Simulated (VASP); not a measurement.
# CuI (F-43m) in VASP: single point with PBE

Aim: the single point of CuI with PBE.

Program: VASP 6.6.1. These are calculated values, not measurements. Logs are shortened: lines on timing, memory, paths and dates and some standing lists are left out, and cuts for length are marked.

## 1. The cell of the first run

It takes space group F-43m (No. 216, cubic). The conventional cell has a = 6.143 Å, b = 6.143 Å, c = 6.143 Å, α = 90.00°, β = 90.00°, γ = 90.00°. Within 3.5 Å of Cu (site symmetry -43m) lie 4 I at 2.66 Å. I (site symmetry -43m) has 4 Cu at 2.66 Å within 3.5 Å.

## 2. Single point, PBE (28.97 Å³/atom)

INCAR reads:

```
SYSTEM = CuI
PREC = Accurate
ENCUT = 520
EDIFF = 1E-6
ISMEAR = -1
SIGMA = 0.03
LREAL = .FALSE.
LASPH = .TRUE.
NELM = 100
ALGO = Normal
ISIF = 2
LWAVE = .FALSE.
LCHARG = .FALSE.
GGA = PE
NBANDS = 16
```

KPOINTS reads:

```
Automatic mesh
0
G
  9 9 9
  0 0 0
```

POSCAR reads:

```
CuI
1.0
    0.0000000000      3.0713927327      3.0713927327
    3.0713927327      0.0000000000      3.0713927327
    3.0713927327      3.0713927327      0.0000000000
Cu I
1 1
Direct
    0.7500000000      0.7500000000      0.7500000000
    0.0000000000      0.0000000000      0.0000000000
```

Potentials or basis: VASP PAW PBE potentials, release 64 (Cu, I).

Run with:

```bash
$ cat potpaw_PBE.64/Cu/POTCAR potpaw_PBE.64/I/POTCAR > POTCAR
$ mpirun -np 1 vasp_std > vasp.out
```

OUTCAR:

```text
SYSTEM = CuI
   PREC = Accurate
   ENCUT = 520
   EDIFF = 1E-6
   ISMEAR = -1
   LREAL = .FALSE.
   LASPH = .TRUE.
   NELM = 100
   ISIF = 2
   GGA = PE

 ion  position               nearest neighbor table
   1  0.750  0.750  0.750-   2 2.66   2 2.66   2 2.66   2 2.66
   2  0.000  0.000  0.000-   1 2.66   1 2.66   1 2.66   1 2.66

  LATTYP: Found a face centered cubic cell.
 ALAT       =     6.1427854654

  Lattice vectors:

 A1 = (   0.0000000000,   3.0713927327,   3.0713927327)
 A2 = (   3.0713927327,   0.0000000000,   3.0713927327)
 A3 = (   3.0713927327,   3.0713927327,   0.0000000000)

Analysis of symmetry for initial positions (statically):
=====================================================================
 Subroutine PRICEL returns:
 Original cell was already a primitive cell.

 Routine SETGRP: Setting up the symmetry group for a
 face centered cubic supercell.

 Subroutine GETGRP returns: Found 24 space group operations
 (whereof 24 operations were pure point group operations)
 out of a pool of 48 trial point group operations.

The static configuration has the point symmetry T_d .

Analysis of symmetry for dynamics (positions and initial velocities):
=====================================================================
 Subroutine PRICEL returns:
 Original cell was already a primitive cell.

 Routine SETGRP: Setting up the symmetry group for a
 face centered cubic supercell.

 Subroutine GETGRP returns: Found 24 space group operations
 (whereof 24 operations were pure point group operations)
 out of a pool of 48 trial point group operations.

The dynamic configuration has the point symmetry T_d .

 Subroutine INISYM returns: Found 24 space group operations
 (whereof 24 operations are pure point group operations),
 and found     1 'primitive' translations

----------------------------------------------------------------------------------------

                                     Primitive cell

  volume of cell :      57.9477

  direct lattice vectors                    reciprocal lattice vectors
     0.000000000  3.071392733  3.071392733    -0.162792597  0.162792597  0.162792597
     3.071392733  0.000000000  3.071392733     0.162792597 -0.162792597  0.162792597
     3.071392733  3.071392733  0.000000000     0.162792597  0.162792597 -0.162792597

  length of vectors
     4.343605258  4.343605258  4.343605258     0.281965049  0.281965049  0.281965049

[... 73 lines left out ...]
   ICHARG =      2    charge: 1-file 2-atom 10-const
   ISPIN  =      1    spin polarized calculation?
   LNONCOLLINEAR =      F non collinear calculations
   LSORBIT =      F    spin-orbit coupling
   LASPH  =      T    aspherical Exc in radial PAW
   ENCUT  =  520.0 eV  38.22 Ry    6.18 a.u.   8.08  8.08  8.08*2*pi/ulx,y,z
   NELM   =    100;   NELMIN=  2; NELMDL= -5     # of ELM steps
   EDIFF  = 0.1E-05   stopping-criterion for ELM
   LREAL  =      F    real-space projection
   EDIFFG = 0.1E-04   stopping-criterion for IOM
   NSW    =      0    number of steps for IOM
   IBRION =     -1    ionic relax: 0-MD 1-quasi-New 2-CG
   NFREE  =      0    steps in history (QN), initial steepest desc. (CG)
   ISIF   =      2    stress and relaxation
   ISYM   =      2    0-nonsym 1-usesym 2-fastsym
   POTIM  = 0.5000    time-step for ionic-motion
   TEBEG  =    0.0;   TEEND  =   0.0 temperature during run
   PSTRESS=    0.0 pullay stress
   NELECT =      18.0000    total number of electrons
   NUPDOWN=      -1.0000    fix difference up-down
   EMIN   =  10.00;   EMAX   =-10.00  energy-range for DOS
   EFERMI =   0.00;   METHOD = LEGACY
   ISMEAR =    -1;   SIGMA  =   0.03  broadening in eV -4-tet -1-fermi 0-gaus
   EFERMI_NEDOS =   21; number of points for ismear=-14 and -15
   IALGO  =     38    algorithm
   IMIX   =      4    mixing-type and parameters
     AMIX     =   0.40;   BMIX     =  1.00
     AMIX_MAG =   1.60;   BMIX_MAG =  1.00
  volume/ion in A,a.u.               =      28.97       195.53
  Fermi-wavevector in a.u.,A,eV,Ry     =   1.108716  2.095169 16.724978  1.229251
  Thomas-Fermi vector in A             =   2.245247
   LORBIT       =      0    0 simple, 1 ext, 2 COOP (PROOUT), +10 PAW based schemes
   GGA     = PE    functional components
   LHFCALC =     F    Hartree Fock is set to
   AEXX    =    0.0000 exact exchange contribution
   IVDW    =     0    specifies the selected vdW correction
   LEPSILON=     F    determine dielectric tensor
   LRPA    =     F    only Hartree local field effects (RPA)
 non-spin polarized calculation
  energy-cutoff  :      520.00
  volume of cell :       57.95
 maximum number of plane-waves:      1580
   NGX = 17   NGY = 17   NGZ = 17

 number of electron      17.9999995 magnetization

 Free energy of the ion-electron system (eV)
  ---------------------------------------------------
  ext. energy  EPLUGINS =         0.00000000
  ---------------------------------------------------
  free energy    TOTEN  =        -5.55688737 eV

  energy without entropy =       -5.55688737  energy(sigma->0) =       -5.55688737

 E-fermi :   4.5593     XC(G=0):  -8.7569

 val. band max:        4.0146709866   @ k =   0.0000   0.0000   0.0000
 cond. band min:       5.0594172792   @ k =   0.0000   0.0000   0.0000
 fundamental gap:      1.0447462926
 Fermi energy:         4.5593206786

 k-point     1 :       0.0000    0.0000    0.0000
  band No.  band energies     occupation
      1      -9.7948      2.00000
      2       0.5470      2.00000
      3       0.5470      2.00000
      4       0.5470      2.00000
      5       2.3172      2.00000
      6       2.3172      2.00000
[... 433 lines left out ...]
      3       0.4249      2.00000
      4       0.4249      2.00000
      5       2.2544      2.00000
      6       2.3961      2.00000
[... 8 lines left out ...]
     15      15.0868      0.00000
     16      16.2912      0.00000

 [... further k-points ...]
[... 5 lines left out ...]
  --------------------------------------------------------------------------------------
  -------------------------------------------------------------------------------------
  Total       -0.2807865     -0.2807865     -0.2807865     -0.0000000      0.0000000      0.0000000
  in kB       -7.7633783     -7.7633783     -7.7633783     -0.0000000      0.0000000      0.0000000
  external PRESSURE =      -7.7633783 kB  Pullay stress =       0.0000000 kB

 VOLUME and BASIS-vectors are now :
 -----------------------------------------------------------------------------
  energy-cutoff  :      520.00
  volume of cell :       57.95
      direct lattice vectors                 reciprocal lattice vectors
     0.000000000  3.071392733  3.071392733    -0.162792597  0.162792597  0.162792597
     3.071392733  0.000000000  3.071392733     0.162792597 -0.162792597  0.162792597
     3.071392733  3.071392733  0.000000000     0.162792597  0.162792597 -0.162792597

 POSITION                                       TOTAL-FORCE (eV/Angst)
 -----------------------------------------------------------------------------------
      4.60709      4.60709      4.60709        -0.000000     -0.000000     -0.000000
      0.00000      0.00000      0.00000         0.000000      0.000000      0.000000
 -----------------------------------------------------------------------------------
    total drift:                               -0.000001     -0.000001     -0.000001

  FREE ENERGIE OF THE ION-ELECTRON SYSTEM (eV)
  ---------------------------------------------------
  free  energy   TOTEN  =        -5.5568873696 eV

  energy  without entropy=       -5.5568873694  energy(sigma->0) =       -5.55688737
```

OSZICAR:

```text
N       E                     dE             d eps       ncg     rms          rms(c)
DAV:   1     0.936024351378E+02    0.93602E+02   -0.74395E+03  1120   0.116E+03
DAV:   2     0.505767648616E+00   -0.93097E+02   -0.83908E+02  1184   0.224E+02
DAV:   3    -0.557349966052E+01   -0.60793E+01   -0.59840E+01  1480   0.612E+01
DAV:   4    -0.574310100292E+01   -0.16960E+00   -0.16953E+00  1328   0.957E+00
DAV:   5    -0.575224781909E+01   -0.91468E-02   -0.91464E-02  1704   0.249E+00    0.498E+00
DAV:   6    -0.568216915135E+01    0.70079E-01   -0.24026E+00  1192   0.406E+01    0.319E+00
DAV:   7    -0.555713374250E+01    0.12504E+00   -0.57627E-01  1200   0.243E+01    0.157E+00
DAV:   8    -0.555845879466E+01   -0.13251E-02   -0.29792E-02  1784   0.224E+00    0.413E-01
DAV:   9    -0.555670894296E+01    0.17499E-02   -0.67919E-03  1408   0.237E+00    0.126E-01
DAV:  10    -0.555688027052E+01   -0.17133E-03   -0.53006E-04  1360   0.146E-01    0.283E-02
DAV:  11    -0.555688735644E+01   -0.70859E-05   -0.10278E-04  1472   0.263E-01    0.264E-02
DAV:  12    -0.555688736960E+01   -0.13163E-07   -0.81494E-06  1768   0.374E-02
   1 F= -.55568874E+01 E0= -.55568874E+01  d E =-.173984E-09
```

stdout:

```text
POSCAR found type information on POSCAR CuI
 POSCAR found :  2 types and       2 ions
 scaLAPACK will be used
 LDA part: xc-table for (Slater+PW92), standard interpolation
 POSCAR, INCAR and KPOINTS ok, starting setup
 FFT: planning ... GRIDC
 FFT: planning ... GRID_SOFT
 FFT: planning ... GRID
 WAVECAR not read
 entering main loop
```

Wall time 17 s (1 thread of Intel Xeon Platinum 8375C at 2.90GHz (Ice Lake), shared host); peak memory 0.19 GiB.

Results:

* Free energy: -5.5569 eV
* Pressure: -0.8 GPa
* Band gap on the k mesh: 1.04 eV

Caveat: spin-orbit coupling is left out, which moves the levels of the heavy elements.
